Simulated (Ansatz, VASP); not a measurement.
## KMgF3: VASP beside Ansatz

Contents of INCAR:

```
SYSTEM = KMgF3
PREC = Accurate ; ENCUT = 520
EDIFF = 1E-7 ; ISMEAR = 0
SIGMA = 0.05 ; LREAL = .FALSE.
LASPH = .TRUE. ; NELM = 80
ALGO = Normal ; ISIF = 2
LWAVE = .FALSE. ; LCHARG = .FALSE.
GGA = PS ; NBANDS = 24
```

Contents of KPOINTS:

```
regular mesh
0
G
  6 6 6
  0 0 0
```

Contents of POSCAR:

```
KMgF3
1.0
    3.6670280000      0.0000000000      0.0000000000
    0.0000000000      3.6670280000      0.0000000000
    0.0000000000      0.0000000000      3.8264640000
K Mg F
1 1 3
Direct
    0.5000000000      0.5000000000      0.5000000000
    0.0000000000      0.0000000000      0.0000000000
    0.5000000000      0.0000000000      0.0000000000
    0.0000000000      0.5000000000      0.0000000000
    0.0000000000      0.0000000000      0.5000000000
```

Input for Ansatz:

```yaml
crystal:
  lattice:
    - [3.667028, 0.0, 0.0]
    - [0.0, 3.667028, 0.0]
    - [0.0, 0.0, 3.826464]
  atoms:
    - { symbol: K, position: [0.5, 0.5, 0.5] }
    - { symbol: Mg, position: [0.0, 0.0, 0.0] }
    - { symbol: F, position: [0.5, 0.0, 0.0] }
    - { symbol: F, position: [0.0, 0.5, 0.0] }
    - { symbol: F, position: [0.0, 0.0, 0.5] }
basis:
  ecutwfc: 420
kpoints:
  mp_grid: { grid: [6, 6, 6] }
hamiltonian:
  xc: pbesol
scf:
  occupations: { method: gaussian, width: 0.05 }
output:
  forces: true
  stress: true
  eigenvalues: true
```

Change from the starting cell: strain -0.080 along x and y, -0.040 along z, atoms carried along.

Alike in both runs: task single point; functional PBEsol; k mesh 6 × 6 × 6; occupations gaussian, width 0.05 eV; no spin polarisation.

|  | VASP | Ansatz |
| --- | --- | --- |
| version | VASP 6.6.1 | Ansatz 0.2.0 |
| potentials or method | VASP PAW PBE potentials, release 64 (K_sv, Mg, F), cutoff 520 eV | scalar-relativistic, plane waves, PAW |
| valence electrons in the cell | 32 | 40 |

|  | VASP | Ansatz | Ansatz less VASP |
| --- | --- | --- | --- |
| gap on the k mesh at the Fermi level (eV) | 8.80 | 8.82 | +0.023 |
| least direct gap on the mesh (eV) | 9.15 | 9.17 | +0.020 |
| pressure (GPa) | 25.1 | 25.1 | -0.04 |
| traceless stress, the component that is largest in VASP (GPa) | -6.53 | -6.41 | +0.119 |

VASP's potentials were made for PBE, not for PBEsol. With one functional, cell and mesh, what is left measures potentials, basis and numerics. VASP's potentials hold 32 valence electrons a cell and Ansatz's 40, so a difference there can come from the potentials and not from the codes.
